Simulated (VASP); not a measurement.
# Bi2Se3: single point with PBE

The system is Bi2Se3.

```
CELL_PARAMETERS angstrom
-2.09366 3.62632 0.00000
-6.28097 -3.62632 0.00000
2.09366 1.20877 10.43403
ATOMIC_POSITIONS crystal
Bi 0.50000 0.89347 0.18705
Bi 0.00000 0.39772 0.18651
Bi 0.50000 0.10228 0.81349
Bi 0.00000 0.60653 0.81295
Se 0.50000 0.49227 0.00114
Se 0.00000 0.00773 0.99886
Se 0.50000 0.72725 0.66611
Se 0.00000 0.21481 0.66007
Se 0.50000 0.28519 0.33993
Se 0.00000 0.77275 0.33389
```

This cell differs from its parent crystal: atoms displaced along a vibrational mode.

```
Program             : VASP 6.6.1
Task                : single point
Functional          : PBE
Potentials or basis : VASP PAW PBE potentials, release 64 (Bi_d, Se)
Cutoff              : 520 eV
k mesh              : 8 × 4 × 4
Occupations         : gaussian, width 0.05 eV
Spin                : no spin polarisation
```

```
Pressure               : 0.1 GPa
Largest force          : 0.331 eV/Å
Band gap on the k mesh : 0.70 eV
```

Forces on the atoms (eV/Å):
```
Bi  -0.187 -0.108 -0.026
Bi   0.224  0.129  0.053
Bi  -0.224 -0.129 -0.053
Bi   0.187  0.108  0.026
Se  -0.281 -0.162 -0.066
Se   0.281  0.162  0.066
Se   0.201  0.116 -0.182
Se  -0.163 -0.094  0.168
Se   0.163  0.094 -0.168
Se  -0.201 -0.116  0.182
```

Stress tensor (GPa, compression positive):
```
 0.13  0.02 -0.06
 0.02  0.10 -0.03
-0.06 -0.03  0.09
```

Levels at points of the mesh, in eV from the valence-band top:
| k point | band 45 | band 46 | band 47 | band 48 | band 49 | band 50 | band 51 | band 52 |
| --- | --- | --- | --- | --- | --- | --- | --- | --- |
| (0.00, 0.00, 0.00) | -0.76 | -0.71 | -0.71 | 0.00 | 0.70 | 1.72 | 1.98 | 1.98 |
| (0.50, 0.00, 0.00) | -0.71 | -0.71 | -0.30 | -0.30 | 2.32 | 2.32 | 2.64 | 2.64 |
| (0.00, 0.50, 0.00) | -0.79 | -0.73 | -0.28 | -0.27 | 1.74 | 1.82 | 2.51 | 2.58 |
| (0.50, 0.50, 0.00) | -0.81 | -0.81 | -0.42 | -0.42 | 1.42 | 1.42 | 2.60 | 2.60 |
| (0.00, 0.00, 0.50) | -0.75 | -0.75 | -0.47 | -0.24 | 0.84 | 1.43 | 2.05 | 2.06 |
| (0.50, 0.00, 0.50) | -0.53 | -0.53 | -0.44 | -0.44 | 2.26 | 2.26 | 2.57 | 2.57 |
| (0.00, 0.50, 0.50) | -0.72 | -0.64 | -0.06 | 0.00 | 1.36 | 1.41 | 2.47 | 2.52 |
| (0.50, 0.50, 0.50) | -0.91 | -0.91 | -0.75 | -0.75 | 1.72 | 1.72 | 2.51 | 2.51 |

It took 15 min on 1 thread of Oxide Virtual Turin-like Processor, with other jobs on the host, peak memory 0.77 GiB.

Caveat: the cell differs from its parent crystal (atoms displaced along a vibrational mode); spin-orbit coupling is left out, which moves the levels of the heavy elements; this functional lacks dispersion, which binds the layers, so the pressure and a relaxed spacing across them are unreliable. A k mesh can miss the band edges.
